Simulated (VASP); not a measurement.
Runs of VASP 6.6.1 on TiSbOs4. The structure is that of space group F-43m (No. 216), or close to it. The cells are those of the table. 

```tsv
task	cell	k mesh	cutoff (eV)	gap on the mesh (eV)	pressure (GPa)	relaxed volume (Å³/atom)	largest force (eV/Å)
relaxation of cell and atoms	relaxed from a = 5.222 Å, angles 60.0°, 6 atoms	10 × 10 × 10	600	none	0.0	16.79	0.01
single point	a = 5.036 Å, angles 60.0°, 6 atoms	4 × 4 × 4	520	none	(a)	-	-
single point	a = 5.222 Å, angles 60.0°, 6 atoms	10 × 10 × 10	520	none	0.0	-	0.01
single point	a = 5.222 Å, angles 60.0°, 6 atoms	4 × 4 × 4	520	none	0.1	-	0.02
relaxation of cell and atoms	relaxed from a = 5.036 Å, angles 60.0°, 6 atoms	4 × 4 × 4	600	none	0.1	16.78	-
```

Alike in all rows: level PBE; potentials or basis VASP PAW PBE potentials, release 64 (Ti_sv, Sb, Os); no spin polarisation; smearing gaussian 0.1 eV.

Fill in the values left out.

(a) 32.6.

Caveats: some runs use coarse meshes; spin-orbit coupling is left out, which moves the levels of the heavy elements.

A k mesh can miss the band edges, and the runs leave out spin-orbit coupling on Os, Sb.

A gap of «none» marks levels without a gap at the run's occupations.
